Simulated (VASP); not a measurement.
# BN (C2) in VASP: a series of runs

The runs below take BN through single point, with PBE.

Program: VASP 6.6.1. These are calculated values, not measurements. Logs are shortened: lines on timing, memory, paths and dates and some standing lists are left out, and cuts for length are marked.

## 1. The cell of the first run

Symmetry: C2, No. 5, monoclinic system. The conventional cell has a = 3.665 Å, b = 3.625 Å, c = 2.201 Å, α = 90.00°, β = 125.89°, γ = 90.00°. Within 1.9 Å of B (site symmetry 2) lie 4 N at 1.43 to 1.74 Å. N (site symmetry 2) has 4 B at 1.43 to 1.74 Å within 1.9 Å.

## 2. Single point, PBE (engineering shear strain xz -0.3000, normal strain along z +0.0175)

INCAR

```
SYSTEM = BN
PREC     = Accurate       ! precision mode
ENCUT    = 520            ! plane-wave cutoff, eV
EDIFF    = 1E-6           ! SCF threshold, eV
ISMEAR   = 0              ! smearing method
SIGMA    = 0.05           ! smearing width, eV
LREAL    = .FALSE.        ! projectors in reciprocal space
LASPH    = .TRUE.         ! aspherical terms in the spheres
NELM     = 80             ! most SCF steps
ALGO     = Normal         ! electronic algorithm
ISIF     = 2              ! what is computed and relaxed
LWAVE    = .FALSE.        ! write WAVECAR
LCHARG   = .TRUE.         ! write CHGCAR
GGA      = PE             ! functional
LELF     = .TRUE.         ! ELF
LVHAR    = .TRUE.       
NBANDS   = 11             ! bands
```

KPOINTS

```
Automatic mesh
0
G
  12 12 12
  0 0 0
```

POSCAR

```
BN
1.0
   -0.2718590671      1.8441106719      1.8123937807
    1.8123937807     -0.2718590671      1.8123937807
    1.5405347136      1.5722516048      0.0000000000
B N
1 1
Direct
    0.0000000000      0.0000000000      0.0000000000
    0.7500000000      0.7500000000      0.7500000000
```

Potentials or basis: VASP PAW PBE potentials, release 64 (B, N).

Command:

```bash
cat potpaw_PBE.64/B/POTCAR potpaw_PBE.64/N/POTCAR > POTCAR
mpirun -np 1 vasp_std > vasp.out
```

OUTCAR:

```text
SYSTEM = BN
   PREC = Accurate
   ENCUT = 520
   EDIFF = 1E-6
   ISMEAR = 0
   LREAL = .FALSE.
   LASPH = .TRUE.
   NELM = 80
   ISIF = 2
   GGA = PE

 ion  position               nearest neighbor table
   1  0.000  0.000  0.000-   2 1.43   2 1.43   2 1.74   2 1.74
   2  0.750  0.750  0.750-   1 1.43   1 1.43   1 1.74   1 1.74

  LATTYP: Found a base centered monoclinic cell.
 ALAT       =     3.6653395852
 B/A-ratio  =     0.9889363529
 C/A-ratio  =     0.6005409644
 COS(beta)  =    -0.5861666994

  Lattice vectors:

 A1 = (  -1.8123937807,   0.2718590671,  -1.8123937807)
 A2 = (  -1.8123937807,   0.2718590671,   1.8123937807)
 A3 = (   1.5405347136,   1.5722516048,   0.0000000000)

Analysis of symmetry for initial positions (statically):
=====================================================================
 Subroutine PRICEL returns:
 Original cell was already a primitive cell.

 Routine SETGRP: Setting up the symmetry group for a
 base centered monoclinic supercell.

 Subroutine GETGRP returns: Found  2 space group operations
 (whereof  2 operations were pure point group operations)
 out of a pool of  4 trial point group operations.

The static configuration has the point symmetry C_2 .

Analysis of symmetry for dynamics (positions and initial velocities):
=====================================================================
 Subroutine PRICEL returns:
 Original cell was already a primitive cell.

 Routine SETGRP: Setting up the symmetry group for a
 base centered monoclinic supercell.

 Subroutine GETGRP returns: Found  2 space group operations
 (whereof  2 operations were pure point group operations)
 out of a pool of  4 trial point group operations.

The dynamic configuration has the point symmetry C_2 .

 Subroutine INISYM returns: Found  2 space group operations
 (whereof  2 operations are pure point group operations),
 and found     1 'primitive' translations

----------------------------------------------------------------------------------------

                                     Primitive cell

  volume of cell :      11.8471

  direct lattice vectors                    reciprocal lattice vectors
    -0.271859067  1.844110672  1.812393781    -0.240527005  0.235674875  0.275878236
     1.812393781 -0.271859067  1.812393781     0.240527005 -0.235674875  0.275878236
     1.540534714  1.572251605  0.000000000     0.323706373  0.318854243 -0.275878236

  length of vectors
     2.599888986  2.577489047  2.201186569     0.435321362  0.435321362  0.531566219

  position of ions in fractional coordinates (direct lattice)
     0.000000000  0.000000000  0.000000000
     0.750000000  0.750000000  0.750000000

  ion indices of the primitive-cell ions
   primitive index   ion index
                 1           1
                 2           2

----------------------------------------------------------------------------------------

 KPOINTS: Automatic mesh

Automatic generation of k-mesh.
 Grid dimensions read from file:
 generate k-points for:   12   12   12

 Generating k-lattice:

  Cartesian coordinates                     Fractional coordinates (reciprocal lattice)
    -0.020043917  0.019639573  0.022989853     0.083333333  0.000000000  0.000000000
     0.020043917 -0.019639573  0.022989853     0.000000000  0.083333333 -0.000000000
     0.026975531  0.026571187 -0.022989853     0.000000000  0.000000000  0.083333333

  Length of vectors
     0.036276780  0.036276780  0.044297185

  Shift w.r.t. Gamma in fractional coordinates (k-lattice)
     0.000000000  0.000000000  0.000000000

 Subroutine IBZKPT returns following result:
 ===========================================

 Found    476 irreducible k-points:

 Following reciprocal coordinates:
            Coordinates               Weight
  0.000000  0.000000  0.000000      1.000000
  0.083333 -0.000000  0.000000      4.000000
  0.166667 -0.000000  0.000000      4.000000
  0.250000 -0.000000 -0.000000      4.000000
  0.333333 -0.000000 -0.000000      4.000000
  0.416667 -0.000000 -0.000000      4.000000
[... 16 lines left out ...]
  0.500000  0.166667 -0.000000      4.000000
 -0.416667  0.166667  0.000000      4.000000
 [... further k-points ...]
   k-points           NKPTS =    476   k-points in BZ     NKDIM =    476   number of bands    NBANDS=     11
   number of dos      NEDOS =    301   number of ions     NIONS =      2
   total plane-waves  NPLWV =   6400
   dimension x,y,z NGX =    20 NGY =   20 NGZ =   16
   dimension x,y,z NGXF=    40 NGYF=   40 NGZF=   32
   ions per type =               1   1
   NGX,Y,Z   is equivalent  to a cutoff of  12.79, 12.90, 12.08 a.u.
   NGXF,Y,Z  is equivalent  to a cutoff of  25.58, 25.80, 24.17 a.u.
 SYSTEM =  BN
   PREC   = accura    normal or accurate (medium, high low for compatibility)
   ISTART =      0    job   : 0-new  1-cont  2-samecut
   ICHARG =      2    charge: 1-file 2-atom 10-const
   ISPIN  =      1    spin polarized calculation?
   LNONCOLLINEAR =      F non collinear calculations
   LSORBIT =      F    spin-orbit coupling
   LASPH  =      T    aspherical Exc in radial PAW
   ENCUT  =  520.0 eV  38.22 Ry    6.18 a.u.   4.83  4.79  4.09*2*pi/ulx,y,z
   NELM   =     80;   NELMIN=  2; NELMDL= -5     # of ELM steps
   EDIFF  = 0.1E-05   stopping-criterion for ELM
   LREAL  =      F    real-space projection
   EDIFFG = 0.1E-04   stopping-criterion for IOM
   NSW    =      0    number of steps for IOM
   IBRION =     -1    ionic relax: 0-MD 1-quasi-New 2-CG
   NFREE  =      0    steps in history (QN), initial steepest desc. (CG)
   ISIF   =      2    stress and relaxation
   ISYM   =      2    0-nonsym 1-usesym 2-fastsym
   POTIM  = 0.5000    time-step for ionic-motion
   TEBEG  =    0.0;   TEEND  =   0.0 temperature during run
   PSTRESS=    0.0 pullay stress
   NELECT =       8.0000    total number of electrons
   NUPDOWN=      -1.0000    fix difference up-down
   EMIN   =  10.00;   EMAX   =-10.00  energy-range for DOS
   EFERMI =   0.00;   METHOD = LEGACY
   ISMEAR =     0;   SIGMA  =   0.05  broadening in eV -4-tet -1-fermi 0-gaus
   EFERMI_NEDOS =   21; number of points for ismear=-14 and -15
   IALGO  =     38    algorithm
   IMIX   =      4    mixing-type and parameters
     AMIX     =   0.40;   BMIX     =  1.00
     AMIX_MAG =   1.60;   BMIX_MAG =  1.00
  volume/ion in A,a.u.               =       5.92        39.97
  Fermi-wavevector in a.u.,A,eV,Ry     =   1.436265  2.714147 28.066875  2.062857
  Thomas-Fermi vector in A             =   2.555472
   LORBIT       =      0    0 simple, 1 ext, 2 COOP (PROOUT), +10 PAW based schemes
   GGA     = PE    functional components
   LHFCALC =     F    Hartree Fock is set to
   AEXX    =    0.0000 exact exchange contribution
   IVDW    =     0    specifies the selected vdW correction
   LEPSILON=     F    determine dielectric tensor
   LRPA    =     F    only Hartree local field effects (RPA)
 non-spin polarized calculation
 Gauss-broadening in eV      SIGMA  =   0.05
  energy-cutoff  :      520.00
  volume of cell :       11.85
 maximum number of plane-waves:       329
   NGX =  9   NGY =  9   NGZ =  9

 number of electron       8.0000001 magnetization

 Free energy of the ion-electron system (eV)
  ---------------------------------------------------
  ext. energy  EPLUGINS =         0.00000000
  ---------------------------------------------------
  free energy    TOTEN  =       -15.93151745 eV

  energy without entropy =      -15.93151745  energy(sigma->0) =      -15.93151745

 E-fermi :   8.6729     XC(G=0): -12.7777

 val. band max:        8.4442833658   @ k =   0.0000   0.0000   0.0000
 cond. band min:       9.0900765202   @ k =   0.5000   0.5000   0.0000
 fundamental gap:      0.6457931545
 Fermi energy:         8.6729302446

 k-point     1 :       0.0000    0.0000    0.0000
  band No.  band energies     occupation
      1     -13.0690      2.00000
      2       6.4376      2.00000
      3       6.7787      2.00000
      4       8.4443      2.00000
      5      11.2753      0.00000
      6      12.7912      0.00000
      7      20.8625      0.00000
      8      23.5720      0.00000
      9      31.9839      0.00000
     10      34.7330      0.00000
     11      35.2063      0.00000

 k-point     2 :       0.0833   -0.0000    0.0000
  band No.  band energies     occupation
      1     -12.9378      2.00000
      2       5.2606      2.00000
      3       6.6601      2.00000
      4       8.3467      2.00000
      5      11.7850      0.00000
      6      13.7055      0.00000
      7      20.9948      0.00000
      8      23.5735      0.00000
      9      31.2137      0.00000
     10      34.1463      0.00000
     11      35.8000      0.00000

 k-point     3 :       0.1667   -0.0000    0.0000
  band No.  band energies     occupation
      1     -12.5518      2.00000
      2       2.9643      2.00000
      3       6.5365      2.00000
      4       8.0935      2.00000
      5      12.4274      0.00000
      6      15.7782      0.00000
      7      21.3191      0.00000
      8      23.5807      0.00000
      9      29.8696      0.00000
     10      33.8582      0.00000
     11      35.5572      0.00000

 k-point     4 :       0.2500   -0.0000   -0.0000
  band No.  band energies     occupation
      1     -11.9399      2.00000
      2       0.6168      2.00000
      3       6.4103      2.00000
      4       7.7729      2.00000
      5      13.0983      0.00000
      6      17.8039      0.00000
      7      21.6735      0.00000
      8      23.6163      0.00000
      9      28.8185      0.00000
     10      33.7382      0.00000
     11      34.9356      0.00000
[... 239 lines left out ...]
 k-point    22 :       0.4167    0.1667   -0.0000
  band No.  band energies     occupation
      1     -10.2493      2.00000
      2      -2.0725      2.00000
      3       4.3589      2.00000
      4       6.8128      2.00000
      5      13.7346      0.00000
      6      19.4942      0.00000
      7      23.0293      0.00000
      8      23.3974      0.00000
      9      26.1903      0.00000
     10      35.2222      0.00000
     11      38.2466      0.00000

 k-point    23 :       0.5000    0.1667   -0.0000
  band No.  band energies     occupation
      1      -9.7354      2.00000
      2      -3.0292      2.00000
      3       3.9248      2.00000
      4       6.7743      2.00000
      5      14.7253      0.00000
      6      19.8910      0.00000
      7      23.0635      0.00000
      8      23.5192      0.00000
      9      26.6029      0.00000
     10      34.5629      0.00000
     11      38.5012      0.00000

 k-point    24 :      -0.4167    0.1667    0.0000
  band No.  band energies     occupation
      1      -9.8266      2.00000
      2      -2.8602      2.00000
      3       3.4492      2.00000
      4       6.8889      2.00000
      5      15.6467      0.00000
      6      20.2549      0.00000
      7      22.9848      0.00000
      8      23.6724      0.00000
      9      26.7217      0.00000
     10      33.7146      0.00000
     11      37.8803      0.00000

 [... further k-points ...]
[... 5 lines left out ...]
  --------------------------------------------------------------------------------------
  -------------------------------------------------------------------------------------
  Total        3.8124066      3.2102147      0.7012173     10.2024835      0.0000000      0.0000000
  in kB      515.5835192    434.1440971     94.8314596   1379.7668901      0.0000000      0.0000000
  external PRESSURE =     348.1863586 kB  Pullay stress =       0.0000000 kB

 VOLUME and BASIS-vectors are now :
 -----------------------------------------------------------------------------
  energy-cutoff  :      520.00
  volume of cell :       11.85
      direct lattice vectors                 reciprocal lattice vectors
    -0.271859067  1.844110672  1.812393781    -0.240527005  0.235674875  0.275878236
     1.812393781 -0.271859067  1.812393781     0.240527005 -0.235674875  0.275878236
     1.540534714  1.572251605  0.000000000     0.323706373  0.318854243 -0.275878236

 POSITION                                       TOTAL-FORCE (eV/Angst)
 -----------------------------------------------------------------------------------
      0.00000      0.00000      0.00000        -0.000000      0.000000      0.694880
      2.31080      2.35838      2.71859         0.000000     -0.000000     -0.694880
 -----------------------------------------------------------------------------------
    total drift:                                0.000001      0.000001     -0.000380

  FREE ENERGIE OF THE ION-ELECTRON SYSTEM (eV)
  ---------------------------------------------------
  free  energy   TOTEN  =       -15.9315174467 eV

  energy  without entropy=      -15.9315174467  energy(sigma->0) =      -15.93151745
```

Run time: 18 s. Hardware: 1 thread of Intel Xeon 6975P-C (Granite Rapids), shared host; peak memory 0.16 GiB.

What came out:

```
Free energy            : -15.9315 eV
Pressure               : 34.8 GPa
Largest force          : 0.695 eV/Å
Band gap on the k mesh : 0.65 eV, indirect (least direct gap 2.83 eV)
```

Forces on the atoms (eV/Å):
```
B    0.000  0.000  0.695
N    0.000  0.000 -0.695
```

Caveat: the cell differs from its parent crystal (engineering shear strain xz -0.3000, normal strain along z +0.0175).

## 3. Single point, PBE (engineering shear strain xz -0.3000, normal strain along z +0.0350)

INCAR

```
ALGO = Normal
EDIFF = 1E-7
ENCUT = 520
GGA = PE
ISIF = 2
ISMEAR = 0
LASPH = True
LCHARG = False
LREAL = False
LWAVE = False
NBANDS = 11
NELM = 100
PREC = Accurate
SIGMA = 0.05
```

KPOINTS

```
k-points
0
Gamma
  12 12 12
```

POSCAR

```
BN
1.0
   -0.2718590671      1.8758275630      1.8123937807
    1.8123937807     -0.2718590671      1.8123937807
    1.5405347136      1.6039684959      0.0000000000
B N
1 1
Direct
    0.0000000000      0.0000000000      0.0000000000
    0.7500000000      0.7500000000      0.7500000000
```

Potentials or basis: VASP PAW PBE potentials, release 64 (B, N).

Command:

```bash
cat potpaw_PBE.64/B/POTCAR potpaw_PBE.64/N/POTCAR > POTCAR
mpirun -np 1 vasp_std > vasp.out
```

It took 24 s on 1 thread of Intel Xeon 6975P-C (Granite Rapids), shared host; peak memory 0.16 GiB.

Results (log left out):

| Item | Value |
| --- | --- |
| Free energy | -16.0050 eV |
| Pressure | 26.8 GPa |
| Largest force | 0.442 eV/Å |
| Band gap on the k mesh | 0.77 eV, indirect (least direct gap 2.93 eV) |

Forces in eV/Å, atoms in the order of the input:
```
B    0.000  0.000  0.442
N    0.000  0.000 -0.442
```

Stress tensor (GPa, compression positive):
```
 45.53 129.09   0.00
129.09  29.05   0.00
  0.00   0.00   5.73
```

Levels at points of the mesh, in eV from the valence-band top:
| k point | band 1 | band 2 | band 3 | band 4 | band 5 | band 6 | band 7 | band 8 | band 9 |
| --- | --- | --- | --- | --- | --- | --- | --- | --- | --- |
| (0.00, 0.00, 0.00) | -21.17 | -1.77 | -1.47 | 0.00 | 2.93 | 4.53 | 12.35 | 14.90 | 23.50 |
| (0.50, 0.00, 0.00) | -18.24 | -11.75 | -1.96 | -1.22 | 5.98 | 11.97 | 13.47 | 15.13 | 18.94 |
| (0.50, 0.50, 0.00) | -16.29 | -9.59 | -8.12 | -2.71 | 0.77 | 12.77 | 16.32 | 17.68 | 18.68 |
| (0.00, 0.00, 0.50) | -15.85 | -11.05 | -4.24 | -3.03 | 5.70 | 7.35 | 11.05 | 14.81 | 20.61 |
| (0.50, 0.00, 0.50) | -15.65 | -10.23 | -5.16 | -4.84 | 4.01 | 8.82 | 13.12 | 14.49 | 22.64 |
| (0.00, 0.50, 0.50) | -15.28 | -9.84 | -5.61 | -5.22 | 3.40 | 8.06 | 13.16 | 14.57 | 23.04 |

Caveat: the cell differs from its parent crystal (engineering shear strain xz -0.3000, normal strain along z +0.0350).

(Part 1 of 2 ends here.)
